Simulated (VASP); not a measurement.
Here is a VASP 6.6.1 calculation.

The input POSCAR:

```
WS
1.0
    0.0000000000      2.7658717429      2.7658717429
    2.7658717429      0.0000000000      2.7658717429
    2.7658717429      2.7658717429      0.0000000000
W S
1 1
Direct
    0.0000000000      0.0000000000      0.0000000000
    0.5000000000      0.5000000000      0.5000000000
```

The input INCAR.step1:

```
SYSTEM = WS
PREC = Accurate
ENCUT = 520
ISMEAR = 0
SIGMA = 0.1
LREAL = .FALSE.
LASPH = .TRUE.
NELM = 150
ISPIN = 2
MAGMOM = 1 0
LMAXMIX = 4
LDAU = .TRUE.
LDAUTYPE = 2
LDAUL = 2 -1
LDAUU = 6.2 0
LDAUJ = 0 0
NBANDS = 21
GGA = PE
ALGO = Normal
EDIFF = 1E-4
LWAVE = .TRUE.
LCHARG = .FALSE.
```

The input INCAR.step2:

```
SYSTEM = WS
PREC = Accurate
ENCUT = 520
EDIFF = 1E-6
ISMEAR = 0
SIGMA = 0.1
LREAL = .FALSE.
LASPH = .TRUE.
NELM = 150
ALGO = Normal
ISIF = 2
LWAVE = .FALSE.
LCHARG = .TRUE.
ISPIN = 2
MAGMOM = 1 0
LORBIT = 11
LMAXMIX = 4
LDAU = .TRUE.
LDAUTYPE = 2
LDAUL = 2 -1
LDAUU = 6.2 0
LDAUJ = 0 0
LDAUPRINT = 1
METAGGA = R2SCAN
LMIXTAU = .TRUE.
LELF = .TRUE.
LVHAR = .TRUE.
NBANDS = 21
ISTART = 1
```

File KPOINTS:

```
Automatic mesh
0
G
  14 14 14
  0 0 0
```

Potentials or basis: VASP PAW PBE potentials, release 64 (W_sv, S).

Run with:

```sh
$ cat potpaw_PBE.64/W_sv/POTCAR potpaw_PBE.64/S/POTCAR > POTCAR
$ cp INCAR.step1 INCAR
$ mpirun -np 1 vasp_std > vasp.out
$ cp INCAR.step2 INCAR
$ mpirun -np 1 vasp_std > vasp.out
```

Problem. Predict the site moments.

Solution. W +3.22; S -0.08 μB.

Problem. Estimate the pressure.

Solution. -5.7 GPa.

Problem. Estimate the net moment.

Solution. 3.92 μB per cell.

Eigenvalues of the final occupation matrices:
```tsv
site	spin	trace	eigenvalues
site 1 d	1	3.22	0.40 0.40 0.80 0.80 0.80
site 1 d	2	0.17	0.02 0.02 0.02 0.06 0.06
```

Caveat: the cell stands under tension; the PAW data sets were made with another functional, which shifts forces and pressure a little; spin-orbit coupling is left out, which moves the levels of the heavy elements.
